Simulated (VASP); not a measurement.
**H4C2O: single point with PBE+D3(BJ)**

The system is H4C2O.

```
CELL_PARAMETERS angstrom
8.56899 0.00000 0.00000
0.00000 8.56899 0.00000
0.00000 0.00000 8.56899
ATOMIC_POSITIONS crystal
O 0.60123 0.05874 0.96026
O 0.56639 0.85100 0.30592
O 0.22349 0.88265 0.60507
O 0.01638 0.47534 0.70447
C 0.72310 0.06176 0.91797
C 0.58073 0.96815 0.36358
C 0.21810 0.83628 0.48142
C 0.94822 0.55651 0.62485
C 0.40840 0.44047 0.57249
C 0.05574 0.52655 0.09705
C 0.61217 0.44201 0.18374
C 0.10589 0.15945 0.31111
H 0.30536 0.44185 0.65235
H 0.50388 0.50937 0.62574
H 0.36988 0.47724 0.45535
H 0.44666 0.32004 0.56503
H 0.13299 0.49182 0.20543
H 0.96332 0.60337 0.13879
H 0.00352 0.42380 0.04034
H 0.13564 0.56827 0.00706
H 0.54264 0.34163 0.23252
H 0.65283 0.52122 0.27491
H 0.54446 0.51614 0.10909
H 0.71328 0.40055 0.12306
H 0.15557 0.22175 0.40703
H 0.05343 0.05216 0.36220
H 0.19121 0.13346 0.22366
H 0.01309 0.23821 0.26433
```

- Program: VASP 6.6.1
- Task: single point
- Functional: PBE
- Dispersion: D3(BJ)
- Potentials or basis: VASP PAW PBE potentials, release 64 (O, C, H)
- Cutoff: 520 eV
- k mesh: 1 × 1 × 1
- Occupations: fermi-dirac, width 0.02 eV
- Spin: no spin polarisation

```
Pressure                   : 0.6 GPa
Largest force              : 4.909 eV/Å
Band gap on the k mesh     : 6.14 eV
Dispersion energy per atom : -0.024 eV
```

Forces in eV/Å, atoms in the order of the input:
```
O   -4.624 -0.120  1.606
O   -0.192 -1.875 -0.931
O    0.077  0.451  1.269
O    0.359 -0.502  0.466
C    4.633  0.134 -1.616
C    0.235  1.897  0.923
C   -0.046 -0.564 -1.190
C   -0.463  0.492 -0.504
C   -0.656  0.045  0.606
C    1.311 -1.238  1.367
C   -0.425 -0.414  1.053
C   -1.780  0.004  0.326
H    0.525  0.092 -0.351
H   -0.327  0.043 -0.459
H    0.329  0.241  0.279
H    0.188 -0.422 -0.077
H   -1.253  0.312 -1.673
H    0.110  0.401 -0.299
H   -0.056 -0.156  0.504
H   -0.075  0.785  0.092
H    0.473  0.838 -0.332
H    0.042 -0.204  0.456
H   -0.669  0.152 -0.701
H    0.585 -0.402 -0.483
H    0.694  0.482  0.702
H    0.112  0.377 -0.521
H    0.518 -0.219 -0.551
H    0.375 -0.630  0.039
```

Stress tensor (GPa, compression positive):
```
 0.99 -0.11 -0.54
-0.11  0.52  0.45
-0.54  0.45  0.30
```

Levels at points of the mesh, in eV from the valence-band top:
```csv
k point,band 34,band 35,band 36,band 37,band 38,band 39
"(0.00, 0.00, 0.00)",-0.42,-0.26,0.00,6.14,6.33,6.44
```

It took 36 s on 1 thread of Intel(R) Xeon(R) 6975P-C (Granite Rapids), on a shared host, peak memory 0.51 GiB.

Caveat: the k points lie up to 0.73 Å⁻¹ apart.
